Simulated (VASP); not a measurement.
# HfB2 (P6/mmm) in VASP: a series of runs

Runs on HfB2. Level: PBE. Tasks: single point, relaxation of shape and atoms at fixed volume, relaxation of cell and atoms.

Everything below comes from runs of VASP 6.6.1. Logs are shortened: lines on timing, memory, paths and dates and some standing lists are left out, and cuts for length are marked.

## (1) The cell of the first run

The structure is hexagonal, space group P6/mmm (No. 191). Conventional cell: a = 3.236 Å, b = 3.236 Å, c = 3.623 Å, α = 90.00°, β = 90.00°, γ = 120.00°. Within 3.4 Å of Hf (site symmetry 6/mmm) lie 12 B at 2.60 Å and 6 Hf at 3.24 Å. B (site symmetry -6m2) has 3 B at 1.87 Å within 2.5 Å.

## (2) Single point, PBE (volume scaled by 1.10, then relaxed in part)

Contents of INCAR:

```
SYSTEM = HfB2
PREC = Accurate ; ENCUT = 520
EDIFF = 1E-7 ; ISMEAR = 0
SIGMA = 0.1 ; LREAL = .FALSE.
LASPH = .TRUE. ; NELM = 100
ALGO = Normal ; ISIF = 2
LWAVE = .FALSE. ; LCHARG = .FALSE.
GGA = PE ; NBANDS = 15
```

Contents of KPOINTS:

```
regular mesh
0
G
  15 15 12
  0 0 0
```

Contents of POSCAR:

```
HfB2
1.0
    3.2360180603      0.0000000000      0.0000000000
   -1.6180090302      2.8024738473      0.0000000000
    0.0000000000      0.0000000000      3.6234196232
Hf B
1 2
Direct
    0.0000000000      0.0000000000      0.0000000000
    0.3333333333      0.6666666667      0.5000000000
    0.6666666667      0.3333333333      0.5000000000
```

Potentials or basis: VASP PAW PBE potentials, release 64 (Hf_pv, B).

Command:

```console
$ cat potpaw_PBE.64/Hf_pv/POTCAR potpaw_PBE.64/B/POTCAR > POTCAR
$ mpirun -np 1 vasp_std > vasp.out
```

OUTCAR:

```text
SYSTEM = HfB2
   PREC = Accurate
   ENCUT = 520
   EDIFF = 1E-7
   ISMEAR = 0
   LREAL = .FALSE.
   LASPH = .TRUE.
   NELM = 100
   ISIF = 2
   GGA = PE

 ion  position               nearest neighbor table
   1  0.000  0.000  0.000-   2 2.60   3 2.60   2 2.60   3 2.60   3 2.60   3 2.60   2 2.60   2 2.60
                             3 2.60   3 2.60   2 2.60   2 2.60
   2  0.333  0.667  0.500-   3 1.87   3 1.87   3 1.87   1 2.60   1 2.60   1 2.60   1 2.60   1 2.60
                             1 2.60
   3  0.667  0.333  0.500-   2 1.87   2 1.87   2 1.87   1 2.60   1 2.60   1 2.60   1 2.60   1 2.60
                             1 2.60

  LATTYP: Found a hexagonal cell.
 ALAT       =     3.2360180603
 C/A-ratio  =     1.1197155132

  Lattice vectors:

 A1 = (   3.2360180603,   0.0000000000,   0.0000000000)
 A2 = (  -1.6180090302,   2.8024738473,   0.0000000000)
 A3 = (   0.0000000000,   0.0000000000,   3.6234196232)

Analysis of symmetry for initial positions (statically):
=====================================================================
 Subroutine PRICEL returns:
 Original cell was already a primitive cell.

 Routine SETGRP: Setting up the symmetry group for a
 hexagonal supercell.

 Subroutine GETGRP returns: Found 24 space group operations
 (whereof 24 operations were pure point group operations)
 out of a pool of 24 trial point group operations.

The static configuration has the point symmetry D_6h.

Analysis of symmetry for dynamics (positions and initial velocities):
=====================================================================
 Subroutine PRICEL returns:
 Original cell was already a primitive cell.

 Routine SETGRP: Setting up the symmetry group for a
 hexagonal supercell.

 Subroutine GETGRP returns: Found 24 space group operations
 (whereof 24 operations were pure point group operations)
 out of a pool of 24 trial point group operations.

The dynamic configuration has the point symmetry D_6h.

 Subroutine INISYM returns: Found 24 space group operations
 (whereof 24 operations are pure point group operations),
 and found     1 'primitive' translations

----------------------------------------------------------------------------------------

                                     Primitive cell

  volume of cell :      32.8603

  direct lattice vectors                    reciprocal lattice vectors
     3.236018060  0.000000000  0.000000000     0.309021761  0.178413797  0.000000000
    -1.618009030  2.802473847  0.000000000     0.000000000  0.356827594  0.000000000
[... 101 lines left out ...]
   EFERMI =   0.00;   METHOD = LEGACY
   ISMEAR =     0;   SIGMA  =   0.10  broadening in eV -4-tet -1-fermi 0-gaus
   EFERMI_NEDOS =   21; number of points for ismear=-14 and -15
   IALGO  =     38    algorithm
   IMIX   =      4    mixing-type and parameters
     AMIX     =   0.40;   BMIX     =  1.00
     AMIX_MAG =   1.60;   BMIX_MAG =  1.00
  volume/ion in A,a.u.               =      10.95        73.92
  Fermi-wavevector in a.u.,A,eV,Ry     =   1.287927  2.433828 22.568731  1.658755
  Thomas-Fermi vector in A             =   2.419911
   LORBIT       =      0    0 simple, 1 ext, 2 COOP (PROOUT), +10 PAW based schemes
   GGA     = PE    functional components
   LHFCALC =     F    Hartree Fock is set to
   AEXX    =    0.0000 exact exchange contribution
   IVDW    =     0    specifies the selected vdW correction
   LEPSILON=     F    determine dielectric tensor
   LRPA    =     F    only Hartree local field effects (RPA)
 non-spin polarized calculation
 Gauss-broadening in eV      SIGMA  =   0.10
  energy-cutoff  :      520.00
  volume of cell :       32.86
 maximum number of plane-waves:       912
   NGX = 13   NGY = 13   NGZ = 13

 number of electron      16.0000002 magnetization

 Free energy of the ion-electron system (eV)
  ---------------------------------------------------
  ext. energy  EPLUGINS =         0.00000000
  ---------------------------------------------------
  free energy    TOTEN  =       -26.19691243 eV

  energy without entropy =      -26.19583711  energy(sigma->0) =      -26.19637477

 E-fermi :   6.9113     XC(G=0): -12.1297

 val. band max:        6.8924220224   @ k =   0.0667   0.0667   0.5000
 cond. band min:       6.9131159007   @ k =   0.0000   0.0000   0.2500
 fundamental gap:      0.0206938783
 Fermi energy:         6.9112657520

 k-point     1 :       0.0000    0.0000    0.0000
  band No.  band energies     occupation
      1     -24.0918      2.00000
      2     -23.6889      2.00000
      3     -23.6889      2.00000
      4      -6.2824      2.00000
      5       4.0281      2.00000
      6       4.0719      2.00000
      7       4.2661      2.00000
      8       4.2661      2.00000
      9      10.4361      0.00000
     10      10.4361      0.00000
     11      10.9484      0.00000
     12      10.9484      0.00000
     13      11.2901      0.00000
     14      11.5544      0.00000
[... 401 lines left out ...]
      2     -23.9938      2.00000
      3     -23.9369      2.00000
      4      -1.7739      2.00000
      5      -1.7414      2.00000
      6       1.1000      2.00000
      7       3.5666      2.00000
      8       5.8801      2.00000
      9       6.6840      1.99869
     10       9.5398      0.00000
     11      11.0633      0.00000
     12      13.0480      0.00000
     13      14.5658      0.00000
     14      15.8575      0.00000
     15      16.1392      0.00000

 [... further k-points ...]

------------------------ aborting loop because EDIFF is reached ----------------------------------------

  FORCE on cell =-STRESS in cart. coord.  units (eV):
  Direction    XX          YY          ZZ          XY          YZ          ZX
  --------------------------------------------------------------------------------------
  -------------------------------------------------------------------------------------
  Total       -4.1293904     -4.1293904     -4.1191962      0.0000000      0.0000000      0.0000000
  in kB     -201.3378320   -201.3378320   -200.8407910      0.0000000      0.0000000      0.0000000
  external PRESSURE =    -201.1721517 kB  Pullay stress =       0.0000000 kB

 VOLUME and BASIS-vectors are now :
 -----------------------------------------------------------------------------
  energy-cutoff  :      520.00
  volume of cell :       32.86
      direct lattice vectors                 reciprocal lattice vectors
     3.236018060  0.000000000  0.000000000     0.309021761  0.178413797  0.000000000
    -1.618009030  2.802473847  0.000000000     0.000000000  0.356827594  0.000000000
     0.000000000  0.000000000  3.623419623     0.000000000  0.000000000  0.275982388

 POSITION                                       TOTAL-FORCE (eV/Angst)
 -----------------------------------------------------------------------------------
      0.00000      0.00000      0.00000        -0.000000      0.000000      0.000000
     -0.00000      1.86832      1.81171        -0.000000      0.000000     -0.000000
      1.61801      0.93416      1.81171         0.000000      0.000000      0.000000
 -----------------------------------------------------------------------------------
    total drift:                               -0.000000      0.000000      0.000000

  FREE ENERGIE OF THE ION-ELECTRON SYSTEM (eV)
  ---------------------------------------------------
  free  energy   TOTEN  =       -26.1969124270 eV

  energy  without entropy=      -26.1958371129  energy(sigma->0) =      -26.19637477
```

stdout:

```text
POSCAR found type information on POSCAR HfB
 POSCAR found :  2 types and       3 ions
 scaLAPACK will be used
 LDA part: xc-table for (Slater+PW92), standard interpolation
 POSCAR, INCAR and KPOINTS ok, starting setup
 FFT: planning ... GRIDC
 FFT: planning ... GRID_SOFT
 FFT: planning ... GRID
 WAVECAR not read
 entering main loop
```

Run time: 53 s. Hardware: 1 thread of Intel Xeon Platinum 8259CL at 2.50GHz (Skylake/Cascade Lake), shared host; peak memory 0.22 GiB.

Results:

```yaml
Free_energy: -26.1969 eV
Pressure: -20.1 GPa
Band_gap_on_the_k_mesh: zero (band 8 reaches 7.69 eV, above the bottom of band 9 at 6.68 eV)
```

Caveat: spin-orbit coupling is left out, which moves the levels of the heavy elements.

## (3) Relaxation of shape and atoms at fixed volume, PBE (volume scaled by 0.88)

Contents of INCAR:

```
PREC     = Accurate       # precision mode
ENCUT    = 600            # plane-wave cutoff, eV
EDIFF    = 1E-6           # SCF threshold, eV
ISMEAR   = 0              # smearing method
SIGMA    = 0.1            # smearing width, eV
LREAL    = False          # projectors in reciprocal space
LASPH    = True           # aspherical terms in the spheres
NELM     = 60             # most SCF steps
ALGO     = Normal         # electronic algorithm
ISIF     = 4              # what is computed and relaxed
LWAVE    = False          # write WAVECAR
LCHARG   = False          # write CHGCAR
GGA      = PE             # functional
IBRION   = 2              # ionic algorithm
NSW      = 50             # ionic steps
EDIFFG   = -0.01          # ionic threshold
```

Contents of KPOINTS:

```
regular mesh
0
Gamma
  15 15 12
```

Contents of POSCAR:

```
HfB2
1.0
    3.0213061071      0.0000000000      0.0000000000
   -1.5106530535      2.6165278414      0.0000000000
    0.0000000000      0.0000000000      3.3253781235
Hf B
1 2
Direct
    0.0000000000      0.0000000000      0.0000000000
    0.3333333333      0.6666666667      0.5000000000
    0.6666666667      0.3333333333      0.5000000000
```

Potentials or basis: VASP PAW PBE potentials, release 64 (Hf_pv, B).

Command:

```console
$ cat potpaw_PBE.64/Hf_pv/POTCAR potpaw_PBE.64/B/POTCAR > POTCAR
$ mpirun -np 1 vasp_std > vasp.out
```

Run time: 42 s. Hardware: 1 thread of Intel Xeon Platinum 8259CL at 2.50GHz (Skylake/Cascade Lake), shared host; peak memory 0.21 GiB.

The run converged. Its results:

```yaml
Free_energy: -25.9954 eV
Pressure_after_relaxing: 40.8 GPa
Band_gap_on_the_k_mesh: zero (band 8 reaches 9.49 eV, above the bottom of band 9 at 8.37 eV)
```

Final structure:
```
Hf B
1.0
     3.02131    0.00000    0.00000
    -1.51065    2.61653    0.00000
     0.00000    0.00000    3.32538
Hf B
1 2
Cartesian
  0.0000 0.0000 0.0000
  0.0000 1.7444 1.6627
  1.5107 0.8722 1.6627
```

Levels at points of the mesh, in eV from the Fermi level:
| k point | band 4 | band 5 | band 6 | band 7 | band 8 | band 9 | band 10 | band 11 | band 12 |
| --- | --- | --- | --- | --- | --- | --- | --- | --- | --- |
| (0.00, 0.00, 0.00) | -14.47 | -3.33 | -3.25 | -3.25 | -2.66 | 4.64 | 4.64 | 5.41 | 5.47 |
| (0.00, 0.00, 0.50) | -11.44 | -8.85 | -1.29 | -1.29 | 0.25 | 0.25 | 1.08 | 1.08 | 2.69 |

Caveat: the relaxation stopped at its first step, so nothing moved; spin-orbit coupling is left out, which moves the levels of the heavy elements.

## (4) Relaxation of shape and atoms at fixed volume, PBE (volume scaled by 0.91)

Contents of INCAR:

```
PREC = Accurate ; ENCUT = 600
EDIFF = 1E-7 ; ISMEAR = 0
SIGMA = 0.1 ; LREAL = False
LASPH = True ; NELM = 60
ALGO = Normal ; ISIF = 4
LWAVE = False ; LCHARG = False
GGA = PE ; IBRION = 2
NSW = 50 ; EDIFFG = -0.01
```

Contents of KPOINTS:

```
Automatic mesh
0
Gamma
  15 15 12
```

Contents of POSCAR:

```
HfB2
1.0
    3.0529023358      0.0000000000      0.0000000000
   -1.5264511679      2.6438909781      0.0000000000
    0.0000000000      0.0000000000      3.3679325892
Hf B
1 2
Direct
    0.0000000000      0.0000000000      0.0000000000
    0.3333333333      0.6666666667      0.5000000000
    0.6666666667      0.3333333333      0.5000000000
```

Potentials or basis: VASP PAW PBE potentials, release 64 (Hf_pv, B).

Command:

```console
$ cat potpaw_PBE.64/Hf_pv/POTCAR potpaw_PBE.64/B/POTCAR > POTCAR
$ mpirun -np 1 vasp_std > vasp.out
```

OUTCAR:

```text
PREC = Accurate
   ENCUT = 600
   EDIFF = 1E-7
   ISMEAR = 0
   LREAL = False
   LASPH = True
   NELM = 60
   ISIF = 4
   GGA = PE
   IBRION = 2
   NSW = 50
   EDIFFG = -0.01

 ion  position               nearest neighbor table
   1  0.000  0.000  0.000-   2 2.44   3 2.44   2 2.44   3 2.44   3 2.44   3 2.44   2 2.44   2 2.44
                             3 2.44   3 2.44   2 2.44   2 2.44
   2  0.333  0.667  0.500-   3 1.76   3 1.76   3 1.76   1 2.44   1 2.44   1 2.44   1 2.44   1 2.44
                             1 2.44
   3  0.667  0.333  0.500-   2 1.76   2 1.76   2 1.76   1 2.44   1 2.44   1 2.44   1 2.44   1 2.44
                             1 2.44

[... 608 lines left out ...]
  -------------------------------------------------------------------------------------
  Total        4.7645726      4.7645726      4.7720681      0.0000000     -0.0000000     -0.0000000
  in kB      280.8113666    280.8113666    281.2531355      0.0000000     -0.0000000     -0.0000000
  external PRESSURE =     280.9586229 kB  Pullay stress =       0.0000000 kB

 VOLUME and BASIS-vectors are now :
 -----------------------------------------------------------------------------
  energy-cutoff  :      600.00
  volume of cell :       27.18
      direct lattice vectors                 reciprocal lattice vectors
     3.053688981  0.000000000 -0.000000000     0.327472774  0.189066494  0.000000000
    -1.526844490  2.644572232  0.000000000     0.000000000  0.378132988  0.000000000
    -0.000000000 -0.000000000  3.366197622     0.000000000 -0.000000000  0.297071091

 POSITION                                       TOTAL-FORCE (eV/Angst)
 -----------------------------------------------------------------------------------
      3.05369      0.00000     -0.00000         0.000000      0.000000      0.000000
     -0.00000      1.76305      1.68310        -0.000000     -0.000000      0.000000
      1.52684      0.88152      1.68310         0.000000      0.000000     -0.000000
 -----------------------------------------------------------------------------------
    total drift:                                0.000000      0.000000     -0.000000

  FREE ENERGIE OF THE ION-ELECTRON SYSTEM (eV)
  ---------------------------------------------------
  free  energy   TOTEN  =       -26.1877739045 eV

  energy  without entropy=      -26.1866555800  energy(sigma->0) =      -26.18721474

 reached required accuracy - stopping structural energy minimisation
```

OSZICAR:

```text
N       E                     dE             d eps       ncg     rms          rms(c)
DAV:   1     0.349026047363E+02    0.34903E+02   -0.91797E+03  4536   0.143E+03
DAV:   2    -0.268245043514E+02   -0.61727E+02   -0.57490E+02  5628   0.265E+02
DAV:   3    -0.286681991927E+02   -0.18437E+01   -0.18172E+01  5944   0.348E+01
DAV:   4    -0.286810079742E+02   -0.12809E-01   -0.12793E-01  5468   0.311E+00
[... 12 lines left out ...]
DAV:   1    -0.261877877777E+02   -0.24216E-04   -0.13017E-03  4892   0.319E-01    0.459E-02
DAV:   2    -0.261877781855E+02    0.95922E-05   -0.16807E-05  5560   0.377E-02    0.192E-02
DAV:   3    -0.261877741729E+02    0.40126E-05   -0.40628E-06  5524   0.167E-02    0.592E-03
DAV:   4    -0.261877739169E+02    0.25595E-06   -0.48949E-07  5728   0.596E-03    0.360E-03
DAV:   5    -0.261877739045E+02    0.12384E-07   -0.22844E-08  2736   0.131E-03
   2 F= -.26187774E+02 E0= -.26187215E+02  d E =-.103498E-04
```

CONTCAR:

```text
HfB2
   1.00000000000000
     3.0536889805712724    0.0000000000000000   -0.0000000000000000
    -1.5268444902856362    2.6445722324594301    0.0000000000000000
    -0.0000000000000000   -0.0000000000000000    3.3661976218600178
  Hf              B
     1     2
Direct
     1.0000000000000000    0.0000000000000000    0.0000000000000000
     0.3333333332999970    0.6666666667000030    0.5000000000000000
     0.6666666667000030    0.3333333332999970    0.5000000000000000

  0.00000000E+00  0.00000000E+00  0.00000000E+00
  0.00000000E+00  0.00000000E+00  0.00000000E+00
  0.00000000E+00  0.00000000E+00  0.00000000E+00
```

Wall time 62 s (1 thread of Intel Xeon Platinum 8259CL at 2.50GHz (Skylake/Cascade Lake), shared host); peak memory 0.21 GiB.

What came out:

```yaml
Free_energy: -26.1878 eV
Energy_gained_by_relaxing: 0.0 meV/atom
Ionic_steps: 2
Pressure_after_relaxing: 28.1 GPa
Band_gap_on_the_k_mesh: zero (band 8 reaches 9.20 eV, above the bottom of band 9 at 8.11 eV)
```

Final structure:
```xyz
3
Lattice="3.0537 0.0000 0.0000 -1.5268 2.6446 0.0000 0.0000 0.0000 3.3662" Properties=species:S:1:pos:R:3 pbc="T T T"
Hf    3.0537    0.0000    0.0000
B     0.0000    1.7630    1.6831
B     1.5268    0.8815    1.6831
```

Levels at points of the mesh, in eV from the Fermi level:
| k point | band 4 | band 5 | band 6 | band 7 | band 8 | band 9 | band 10 | band 11 | band 12 |
| --- | --- | --- | --- | --- | --- | --- | --- | --- | --- |
| (0.00, 0.00, 0.00) | -14.28 | -3.24 | -3.16 | -3.16 | -2.71 | 4.46 | 4.46 | 5.18 | 5.18 |
| (0.00, 0.00, 0.50) | -11.44 | -8.73 | -1.28 | -1.28 | 0.26 | 0.26 | 1.05 | 1.05 | 2.56 |

Caveat: spin-orbit coupling is left out, which moves the levels of the heavy elements.

[end of part 1 of 2]
